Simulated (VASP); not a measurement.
Set up this calculation in VASP 6.6.1, as the native input.

* Task: single point
* Functional: PBE
* Potentials or basis: VASP PAW PBE potentials, release 64 (B, N)
* Cutoff: 520 eV
* k mesh: 12 × 12 × 6
* Occupations: gaussian, width 0.05 eV
* Spin: no spin polarisation
* Dipole correction: no
* Further INCAR settings: ALGO = Normal; EDIFF = 1e-06; NBANDS = 16

The structure of BN lies in POSCAR:

```
BN
1.0
    2.5539396017      0.0000000000      0.0000000000
   -1.2769698009      2.2117765748      0.0000000000
    0.0000000000      0.0000000000      4.2268550000
B N
2 2
Direct
    0.6666666667      0.3333333333      1.1061861332
    0.3333333333      0.6666666667      0.4997240000
    0.6666666667      0.3333333333      0.6252760000
    0.3333333333      0.6666666667      0.1252760000
```

This cell differs from its parent crystal: atom 1 (B) moved by (+0.000, +0.450) A along y and z.

These files were run (other wordings do the same):

INCAR

```
ALGO     = Normal         # electronic algorithm
EDIFF    = 1E-6           # SCF threshold, eV
ENCUT    = 520            # plane-wave cutoff, eV
GGA      = PE             # functional
ISIF     = 2              # what is computed and relaxed
ISMEAR   = 0              # smearing method
LASPH    = True           # aspherical terms in the spheres
LCHARG   = False          # write CHGCAR
LREAL    = False          # projectors in reciprocal space
LWAVE    = False          # write WAVECAR
NBANDS   = 16             # bands
NELM     = 80             # most SCF steps
PREC     = Accurate       # precision mode
SIGMA    = 0.05           # smearing width, eV
```

KPOINTS

```
k-points
0
Gamma
  12 12 6
```

Potentials or basis: VASP PAW PBE potentials, release 64 (B, N).

The run is started by

```console
$ cat potpaw_PBE.64/B/POTCAR potpaw_PBE.64/N/POTCAR > POTCAR
$ mpirun -np 1 vasp_std > vasp.out
```

Results of the run:

| Item | Value |
| --- | --- |
| Pressure | 18.0 GPa |
| Largest force | 5.316 eV/Å |
| Band gap on the k mesh | 2.94 eV (least direct gap 4.28 eV) |

Caveat: the cell differs from its parent crystal (atom 1 (B) moved by (+0.000, +0.450) A along y and z); the stress differs along the axes, from 13 to 28 GPa; forces of over 1 eV/Å act on the atoms, so gaps and moduli don't describe the material at rest.

Run time: 20 s on 1 thread of Intel(R) Xeon(R) 6975P-C (Granite Rapids), on a shared host, peak memory 0.15 GiB.
